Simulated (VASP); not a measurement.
Au: relaxation of cell and atoms with PBEsol

Crystal: Au.

```
Au
1.0
    -2.28838    2.28838    1.19941
     2.28838   -2.28838    1.19941
     2.28838    2.28838   -1.19941
Au
2
Direct
  0.62500 0.87500 0.75000
  0.37500 0.12500 0.25000
```

```yaml
Program: VASP 6.6.1
Task: relaxation of cell and atoms
Functional: PBEsol
Potentials_or_basis: VASP PAW PBE potentials, release 64 (Au)
Cutoff: 500 eV
k_mesh: 18 × 18 × 18
Occupations: fermi-dirac, width 0.08 eV
Spin: no spin polarisation
Target_pressure: 170 GPa
Dipole_correction: no
Further_INCAR_settings: ALGO = Normal; EDIFF = 1e-07; IBRION = 2; EDIFFG = -0.005; NSW = 32; ISIF = 3
```

- Relaxed volume: 12.56 Å³/atom
- Relaxed cell: a = 3.451 Å, b = 3.451 Å, c = 3.451 Å, α = 96.94°, β = 96.94°, γ = 139.32°
- Space group after relaxing (to 0.1 Å): I4_1/amd (No. 141)
- Energy change on relaxing (the run minimises the enthalpy): -1.8 meV/atom
- Ionic steps: 7
- Pressure after relaxing: 170.0 GPa
- Band gap on the k mesh: zero (bands 11 and 12 overlap by 7.25 eV)

Step by step:
| step | energy change (eV) | largest force (eV/Å) | pressure (GPa) | volume (Å³) |
| --- | --- | --- | --- | --- |
| 1 | 0.0000 | 0.0000 | 170.12 | 25.12 |
| 2 | -0.0366 | 0.0000 | 168.87 | 25.16 |
| 3 | -0.0046 | 0.0000 | 169.96 | 25.13 |
| 4 | -0.0049 | 0.0000 | 169.95 | 25.13 |
| 5 | -0.0048 | 0.0000 | 169.96 | 25.13 |
| 6 | 0.0013 | 0.0000 | 170.15 | 25.12 |
| 7 | -0.0036 | 0.0000 | 170.00 | 25.13 |

Final structure:
```
Au
1.0
    -2.28834    2.28834    1.19961
     2.28834   -2.28834    1.19961
     2.28834    2.28834   -1.19961
Au
2
Direct
  0.62500 0.87500 0.75000
  0.37500 0.12500 0.25000
```

Levels at points of the mesh, in eV from the Fermi level:
| k point | band 9 | band 10 | band 11 | band 12 | band 13 | band 14 |
| --- | --- | --- | --- | --- | --- | --- |
| (0.00, 0.00, 0.00) | -3.77 | -1.69 | -0.04 | 3.68 | 3.68 | 12.87 |
| (0.50, 0.00, 0.00) | -2.64 | -2.35 | 1.34 | 4.97 | 6.29 | 7.44 |
| (0.50, 0.50, 0.00) | -2.87 | -2.87 | -2.58 | -2.58 | 11.81 | 11.81 |
| (0.50, 0.50, 0.50) | -3.42 | -3.42 | -3.30 | -3.30 | 4.44 | 4.44 |

It took 9.8 min on 1 thread of Intel(R) Xeon(R) Platinum 8259CL CPU @ 2.50GHz (Skylake/Cascade Lake), with other jobs on the host, peak memory 0.29 GiB.

Caveat: the cell is relaxed towards a set pressure, so the run minimises the enthalpy, not the energy; the PAW data sets were made with another functional, which shifts forces and pressure a little; spin-orbit coupling is left out, which moves the levels of the heavy elements.
